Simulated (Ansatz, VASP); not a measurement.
## Two plane-wave programs on Sn2PbO3

File INCAR:

```
ALGO = Normal ; EDIFF = 1E-7
EDIFFG = -0.08 ; ENCUT = 600
GGA = PE ; GGA_COMPAT = False
IBRION = 2 ; ISIF = 3
ISMEAR = 0 ; LASPH = True
LCHARG = False ; LREAL = False
LWAVE = False ; NELM = 120
NELMIN = 4 ; NSW = 36
PREC = Accurate ; SIGMA = 0.15
```

File KPOINTS:

```
k-points
0
Gamma
  3 3 1
```

POSCAR

```
Sn2PbO3
1.0
    3.8600000000      0.0000000000      0.0000000000
    0.0000000000      3.8600000000      0.0000000000
    0.0000000000      0.0000000000     14.6000000000
Sn Pb O
4 2 6
Direct
    0.0000000000      0.5000000000      0.7460000000
    0.5000000000      0.0000000000      0.9210000000
    0.0000000000      0.5000000000      0.0790000000
    0.5000000000      0.0000000000      0.2540000000
    0.5000000000      0.0000000000      0.5880000000
    0.0000000000      0.5000000000      0.4120000000
    0.5000000000      0.5000000000      0.6667000000
    0.0000000000      0.0000000000      0.6667000000
    0.5000000000      0.5000000000      0.0000000000
    0.0000000000      0.0000000000      0.0000000000
    0.0000000000      0.0000000000      0.3333000000
    0.5000000000      0.5000000000      0.3333000000
```

Input for Ansatz:

```yaml
crystal:
  lattice:
    - [3.86, 0.0, 0.0]
    - [0.0, 3.86, 0.0]
    - [0.0, 0.0, 14.6]
  atoms:
    - { symbol: Sn, position: [0.0, 0.5, 0.746] }
    - { symbol: Sn, position: [0.5, 0.0, 0.921] }
    - { symbol: Sn, position: [0.0, 0.5, 0.079] }
    - { symbol: Sn, position: [0.5, 0.0, 0.254] }
    - { symbol: Pb, position: [0.5, 0.0, 0.588] }
    - { symbol: Pb, position: [0.0, 0.5, 0.412] }
    - { symbol: O, position: [0.5, 0.5, 0.6667] }
    - { symbol: O, position: [0.0, 0.0, 0.6667] }
    - { symbol: O, position: [0.5, 0.5, 0.0] }
    - { symbol: O, position: [0.0, 0.0, 0.0] }
    - { symbol: O, position: [0.0, 0.0, 0.3333] }
    - { symbol: O, position: [0.5, 0.5, 0.3333] }
basis:
  ecutwfc: 420
kpoints:
  mp_grid: { grid: [3, 3, 1] }
hamiltonian:
  xc: pbe
scf:
  occupations: { method: gaussian, width: 0.15 }
  lower_state_search: "off"
output:
  forces: true
  stress: true
  eigenvalues: true
relax:
  adjacent_minimum: "off"
  f_tol: 0.08
  max_steps: 16
  cell: { stress_tol: 0.8 }
```

Alike in both runs: task relaxation of cell and atoms; functional PBE; k mesh 3 × 3 × 1; occupations gaussian, width 0.15 eV; no spin polarisation.

```csv
,VASP,Ansatz
version,VASP 6.6.1,Ansatz 0.2.0
potentials or method,"VASP PAW PBE potentials, release 64 (Sn_d, Pb_d, O), cutoff 600 eV","scalar-relativistic, plane waves, PAW"
valence electrons in the cell,120,120
```

Ansatz gave:

* gap on the k mesh at the Fermi level, each at its own relaxed structure (eV): 1.34
* relaxed volume (Å³/atom): 19.44
* relaxed cell length with the largest relative difference (Å): 15.169

Problem. Which values does VASP return?

Solution. gap on the k mesh at the Fermi level, each at its own relaxed structure (eV): 1.46; relaxed volume (Å³/atom): 19.82; relaxed cell length with the largest relative difference (Å): 15.473.

The k mesh is coarse, so the values compare programs but aren't converged. Neither program's run includes spin-orbit coupling.
